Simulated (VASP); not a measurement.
Pt, 1 atom in the cell. The structure is cubic, space group Im-3m (No. 229). Conventional cell: a = 3.181 Å, b = 3.181 Å, c = 3.181 Å, α = 90.00°, β = 90.00°, γ = 90.00°. Within 3.6 Å of Pt (site symmetry m-3m) lie 14 Pt at 2.76 to 3.18 Å. This isn't the form of Pt at room conditions, which is fcc.

| Property | Result |
| --- | --- |
| Program | VASP 6.6.1 |
| Task | single point |
| Functional | r2SCAN |
| Potentials or basis | VASP PAW PBE potentials, release 64 (Pt) |
| Cutoff | 520 eV |
| k mesh | 23 × 23 × 23 |
| Occupations | fermi-dirac, width 0.05 eV |
| Spin | collinear spin |
| Starting moments | [1.0] μB |
| Dipole correction | no |
| Further INCAR settings | ALGO = Normal; EDIFF = 1e-06; NBANDS = 15 |

Potentials or basis: VASP PAW PBE potentials, release 64 (Pt).

The run is started by

```sh
$ cat potpaw_PBE.64/Pt/POTCAR > POTCAR
$ cp INCAR.step1 INCAR
$ mpirun -np 1 vasp_std > vasp.out
$ cp INCAR.step2 INCAR
$ mpirun -np 1 vasp_std > vasp.out
```

Hardware: 1 thread of Intel(R) Xeon(R) 6975P-C (Granite Rapids) (shared host).

Q: How long does it take, and how much memory?

A: Wall time 4.1 min on 1 thread of Intel(R) Xeon(R) 6975P-C (Granite Rapids), with other jobs on the host, peak memory 0.24 GiB. Counts: k points 364.
